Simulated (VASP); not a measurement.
A run of VASP 6.6.1 is set up as follows.

Contents of INCAR:

```
PREC = Accurate
ENCUT = 520
EDIFF = 1E-6
ISMEAR = 0
SIGMA = 0.1
LREAL = False
LASPH = True
NELM = 60
ALGO = Fast
ISIF = 2
LWAVE = False
LCHARG = True
GGA = PS
LELF = True
LVHAR = True
ISYM = 0
NBANDS = 13
```

The input KPOINTS:

```
regular mesh
0
Gamma
  11 5 48
```

The input POSCAR:

```
Mo
1.0
    3.1293068543      0.0000000000      0.0000000000
    0.0000000000      6.9973428486      0.0000000000
    1.5646534271     -2.0992028546      0.6997342849
Mo
1
Direct
    0.0000000000      0.0000000000      0.0000000000
```

Potentials or basis: VASP PAW PBE potentials, release 64 (Mo_sv).

The run is started by

```console
$ cat potpaw_PBE.64/Mo_sv/POTCAR > POTCAR
$ mpirun -np 1 vasp_std > vasp.out
```

Task: Predict the pressure.

Result: 0.7 GPa.

Task: Predict the band gap on the k mesh.

Result: Zero (bands 7 and 8 overlap by 5.53 eV).

Caveat: the PAW data sets were made with another functional, which shifts forces and pressure a little.
